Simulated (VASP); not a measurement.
# Hf3N4: relaxation of the atoms with PBE

Hf3N4:

```xyz
14
Lattice="-3.4162 3.4162 3.4162 3.4162 -3.4162 3.4162 3.4162 3.4162 -3.4162" Properties=species:S:1:pos:R:3 pbc="T T T"
Hf    2.5622    0.0000    1.7081
Hf    1.7081    2.5622    0.0000
Hf    0.8541    0.0000    5.1243
Hf    5.1243    0.8541    0.0000
Hf    0.0000    1.7081    2.5622
Hf    0.0000    5.1243    0.8541
N     0.4631    0.4631    0.4631
N    -1.2450    1.2450    4.6612
N    -0.4631    2.9531    0.4631
N     4.6612   -1.2450    1.2450
N     0.4631   -0.4631    2.9531
N     2.1712    2.1712    2.1712
N     2.9531    0.4631   -0.4631
N     1.2450    4.6612   -1.2450
```

```yaml
Program: VASP 6.6.1
Task: relaxation of the atoms
Functional: PBE
Potentials_or_basis: VASP PAW PBE potentials, release 64 (Hf_pv, N)
Cutoff: 520 eV
k_mesh: 6 × 6 × 6
Occupations: fermi-dirac, width 0.02 eV
Spin: no spin polarisation
Dipole_correction: no
Further_INCAR_settings: ALGO = Normal; EDIFF = 1e-07; IBRION = 2; EDIFFG = -0.02; NSW = 80
```

| Quantity | Value |
| --- | --- |
| Energy gained by relaxing | 9.8 meV/atom |
| Ionic steps | 5 |
| Pressure after relaxing | -9.1 GPa |
| Largest force after relaxing | 0.013 eV/Å |
| Band gap on the k mesh | 1.09 eV |

Forces in eV/Å, atoms in the order of the input:
```
Hf   0.000  0.000  0.000
Hf   0.000  0.000  0.000
Hf   0.000  0.000  0.000
Hf   0.000  0.000  0.000
Hf   0.000  0.000  0.000
Hf   0.000  0.000  0.000
N   -0.008 -0.008 -0.008
N   -0.008  0.008  0.008
N    0.008  0.008 -0.008
N    0.008 -0.008  0.008
N   -0.008  0.008  0.008
N   -0.008 -0.008 -0.008
N    0.008 -0.008  0.008
N    0.008  0.008 -0.008
```

Step by step:
| step | energy change (eV) | largest force (eV/Å) | pressure (GPa) |
| --- | --- | --- | --- |
| 1 | 0.0000 | 0.3485 | -13.90 |
| 2 | -0.0430 | 0.2912 | -13.17 |
| 3 | -0.1250 | 0.1111 | -10.62 |
| 4 | -0.0427 | 0.3395 | -3.80 |
| 5 | -0.1376 | 0.0133 | -9.14 |

Final structure:
```xyz
14
Lattice="-3.4162 3.4162 3.4162 3.4162 -3.4162 3.4162 3.4162 3.4162 -3.4162" Properties=species:S:1:pos:R:3 pbc="T T T"
Hf    2.5622    0.0000    1.7081
Hf    1.7081    2.5622    0.0000
Hf    0.8541    0.0000    5.1243
Hf    5.1243    0.8541    0.0000
Hf    0.0000    1.7081    2.5622
Hf    0.0000    5.1243    0.8541
N     0.4099    0.4099    0.4099
N    -1.2982    1.2982    4.7144
N    -0.4099    3.0063    0.4099
N     4.7144   -1.2982    1.2982
N     0.4099   -0.4099    3.0063
N     2.1180    2.1180    2.1180
N     3.0063    0.4099   -0.4099
N     1.2982    4.7144   -1.2982
```

Levels at points of the mesh, in eV from the valence-band top:
| k point | band 48 | band 49 | band 50 | band 51 | band 52 | band 53 |
| --- | --- | --- | --- | --- | --- | --- |
| (0.00, 0.00, 0.00) | 0.00 | 0.00 | 0.00 | 1.09 | 1.09 | 2.10 |
| (0.50, 0.00, 0.00) | -1.34 | -0.81 | -0.81 | 2.58 | 2.58 | 2.75 |
| (0.50, 0.50, 0.50) | -0.56 | -0.56 | -0.56 | 3.79 | 3.79 | 3.79 |

Run time: 3 min on 4 MPI ranks on Intel(R) Xeon(R) Platinum 8488C (Sapphire Rapids), on a shared host, peak memory 0.4 GiB a rank.

Caveat: spin-orbit coupling is left out, which moves the levels of the heavy elements. A k mesh can miss the band edges.
